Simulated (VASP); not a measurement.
Input of a VASP 6.6.1 run:

File INCAR:

```
PREC     = Accurate       # precision mode
ENCUT    = 600            # plane-wave cutoff, eV
EDIFF    = 1E-6           # SCF threshold, eV
ISMEAR   = 0              # smearing method
SIGMA    = 0.1            # smearing width, eV
LREAL    = F              # projectors in reciprocal space
LASPH    = T              # aspherical terms in the spheres
NELM     = 120            # most SCF steps
ALGO     = Normal         # electronic algorithm
ISIF     = 2              # what is computed and relaxed
LWAVE    = F              # write WAVECAR
LCHARG   = F              # write CHGCAR
GGA      = PE             # functional
NBANDS   = 30             # bands
GGA_COMPAT= F
```

KPOINTS

```
regular mesh
0
Gamma
  8 8 8
```

POSCAR

```
Zr2AlN3
1.0
   -1.6788328600      1.6788328600      7.1226846000
    1.6788328600     -1.6788328600      7.1226846000
    1.6788328600      1.6788328600     -7.1226846000
Zr Al N
2 1 3
Direct
    0.8333333300      0.8333333300      0.0000000000
    0.1666666700      0.1666666700      0.0000000000
    0.5000000000      0.5000000000      0.0000000000
    0.0000000000      0.0000000000      0.0000000000
    0.6666666700      0.6666666700      0.0000000000
    0.3333333300      0.3333333300      0.0000000000
```

Potentials or basis: VASP PAW PBE potentials, release 64 (Zr_sv, Al, N).

Command:

```sh
$ cat potpaw_PBE.64/Zr_sv/POTCAR potpaw_PBE.64/Al/POTCAR potpaw_PBE.64/N/POTCAR > POTCAR
$ mpirun -np 1 vasp_std > vasp.out
```

**Question.** What does it give for the pressure?

**Answer.** -25.9 GPa.

**Question.** Predict the largest force.

**Answer.** 0.862 eV/Å.

**Question.** Predict the band gap on the k mesh.

**Answer.** Zero (bands 21 and 22 overlap by 2.72 eV).

Stress tensor (GPa, compression positive):
```
-27.84   0.00   0.00
  0.00 -27.84   0.00
  0.00   0.00 -22.03
```

Caveat: the stress differs along the axes, from -28 to -22 GPa.
